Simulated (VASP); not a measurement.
Input of a VASP 6.6.1 run:

POSCAR

```
AlN
1.0
    3.0756268226      0.0000000000      0.0000000000
   -1.5378134113      2.6635709609      0.0000000000
    0.0000000000      0.0000000000      4.9288056364
Al N
2 2
Direct
    0.3333333333      0.6666666667     -0.0033962569
    0.6666666667      0.3333333333      0.4966037431
    0.3333333333      0.6666666667      0.3783962569
    0.6666666667      0.3333333333      0.8783962569
```

The input INCAR.step1:

```
PREC = Accurate
ENCUT = 520
ISMEAR = 0
SIGMA = 0.01
LREAL = False
LASPH = True
NELM = 100
NBANDS = 16
GGA = PE
ALGO = Normal
EDIFF = 1E-4
LWAVE = True
LCHARG = False
```

Contents of INCAR.step2:

```
PREC = Accurate
ENCUT = 520
EDIFF = 1E-6
ISMEAR = 0
SIGMA = 0.01
LREAL = False
LASPH = True
NELM = 100
ALGO = Normal
ISIF = 2
LWAVE = False
LCHARG = False
METAGGA = R2SCAN
LMIXTAU = True
NBANDS = 16
ISTART = 1
```

The input KPOINTS:

```
Automatic mesh
0
Gamma
  12 12 6
```

Potentials or basis: VASP PAW PBE potentials, release 64 (Al, N).

Run with:

```sh
$ cat potpaw_PBE.64/Al/POTCAR potpaw_PBE.64/N/POTCAR > POTCAR
$ cp INCAR.step1 INCAR
$ mpirun -np 1 vasp_std > vasp.out
$ cp INCAR.step2 INCAR
$ mpirun -np 1 vasp_std > vasp.out
```

Q: Estimate the pressure.

A: 6.4 GPa.

Q: What does it give for the band gap on the k mesh?

A: 5.20 eV.

Stress tensor (GPa, compression positive):
```
6.57 0.00 0.00
0.00 6.57 0.00
0.00 0.00 5.95
```

Caveat: the cell differs from its parent crystal (strain -1.0%); the cell stands under pressure; the PAW data sets were made with another functional, which shifts forces and pressure a little. A k mesh can miss the band edges.
